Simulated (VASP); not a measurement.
Wanted: the native input for a VASP 6.6.1 run.

```yaml
Task: single point
Functional: PBE
Potentials_or_basis: VASP PAW PBE potentials, release 64 (W_sv, S)
Cutoff: 520 eV
k_mesh: 6 × 6 × 6
Occupations: gaussian, width 0.01 eV
Spin: no spin polarisation
Dipole_correction: no
Further_INCAR_settings: ALGO = Normal; EDIFF = 1e-06; NBANDS = 20
```

The structure of WS2 lies in POSCAR:

```
WS2
1.0
    1.5858866930      0.9156121092      6.2374696033
   -1.5858866930      0.9156121092      6.2374696033
    0.0000000000     -1.8312242183      6.2374696033
W S
1 2
Direct
   -0.0000115684     -0.0000115684     -0.0000115684
    0.4167981707      0.4167981707      0.4167981707
    0.2498800644      0.2498800644      0.2498800644
```

One way to write it, as run:

INCAR

```
PREC = Accurate
ENCUT = 520
EDIFF = 1E-6
ISMEAR = 0
SIGMA = 0.01
LREAL = False
LASPH = True
NELM = 100
ALGO = Normal
ISIF = 2
LWAVE = False
LCHARG = True
GGA = PE
LELF = True
LVHAR = True
NBANDS = 20
```

KPOINTS

```
regular mesh
0
Gamma
  6 6 6
```

Potentials or basis: VASP PAW PBE potentials, release 64 (W_sv, S).

The run is started by

```console
$ cat potpaw_PBE.64/W_sv/POTCAR potpaw_PBE.64/S/POTCAR > POTCAR
$ mpirun -np 1 vasp_std > vasp.out
```

Results of the run:

| Property | Result |
| --- | --- |
| Pressure | 3.2 GPa |
| Largest force | 0.202 eV/Å |
| Band gap on the k mesh | 1.09 eV, indirect (least direct gap 1.84 eV) |

Caveat: spin-orbit coupling is left out, which moves the levels of the heavy elements.

Wall time 2.7 min on 1 thread of Intel Xeon 8259CL (shared host), peak memory 0.32 GiB.
